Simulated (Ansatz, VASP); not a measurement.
TaN: VASP beside Ansatz

Contents of INCAR:

```
SYSTEM = TaN
PREC = Accurate
ENCUT = 520
EDIFF = 1E-6
ISMEAR = 0
SIGMA = 0.15
LREAL = .FALSE.
LASPH = .TRUE.
NELM = 80
ALGO = Normal
ISIF = 2
LWAVE = .FALSE.
LCHARG = .FALSE.
GGA = PS
NBANDS = 24
```

Contents of KPOINTS:

```
regular mesh
0
G
  18 18 8
  0 0 0
```

POSCAR

```
TaN
1.0
    2.9168027856      0.0000000000      0.0000000000
   -1.4584013928      2.5260253102      0.0000000000
    0.0000000000      0.0000000000      6.3784643316
Ta N
2 2
Direct
    0.3333333333      0.6666666667      0.0301041378
    0.6666666667      0.3333333333      0.5301041378
    0.3333333333      0.6666666667      0.3548958622
    0.6666666667      0.3333333333      0.8548958622
```

Input for Ansatz:

```yaml
crystal:
  lattice:
    - [2.9168027856, 0.0, 0.0]
    - [-1.4584013928, 2.5260253102, 0.0]
    - [0.0, 0.0, 6.3784643316]
  atoms:
    - { symbol: Ta, position: [0.3333333333, 0.6666666667, 0.0301041378] }
    - { symbol: Ta, position: [0.6666666667, 0.3333333333, 0.5301041378] }
    - { symbol: "N", position: [0.3333333333, 0.6666666667, 0.3548958622] }
    - { symbol: "N", position: [0.6666666667, 0.3333333333, 0.8548958622] }
basis:
  ecutwfc: 520.0
kpoints:
  mp_grid: { grid: [18, 18, 8] }
hamiltonian:
  xc: pbesol
  pseudopotentials: { kind: paw, azcp: { folder: soft_1 } }
scf:
  occupations: { method: gaussian, width: 0.15 }
output:
  forces: true
  stress: true
  eigenvalues: true
  write_density: true
  write_potential: true
  elf: true
  volumetric_format: npy
```

Alike in both runs: task single point; functional PBEsol; k mesh 18 × 18 × 8; occupations gaussian, width 0.15 eV; no spin polarisation.

|  | VASP | Ansatz |
| --- | --- | --- |
| version | VASP 6.6.1 | Ansatz 0.2.0 |
| potentials or method | VASP PAW PBE potentials, release 64 (Ta_pv, N), cutoff 520 eV | scalar-relativistic, plane waves, PAW |
| valence electrons in the cell | 32 | 36 |

```tsv
	VASP	Ansatz	Ansatz less VASP
gap on the k mesh at the Fermi level (eV)	none	none	-
pressure (GPa)	23.3	22.2	-1.11
traceless stress, the component that is largest in VASP (GPa)	-31.87	-32.03	-0.155
rms of the force components (eV/Å)	1.404	1.378	-0.0256
```

VASP's potentials were made for PBE, not for PBEsol, and Ansatz warns of the same on its side. Atom by atom the forces differ by 0.026 eV/Å (rms over components). A gap of «none» marks a metal or a gap that the smearing closes. VASP's potentials hold 32 valence electrons a cell and Ansatz's 36, so a difference there can come from the potentials and not from the codes.

Spin-orbit coupling is off throughout.
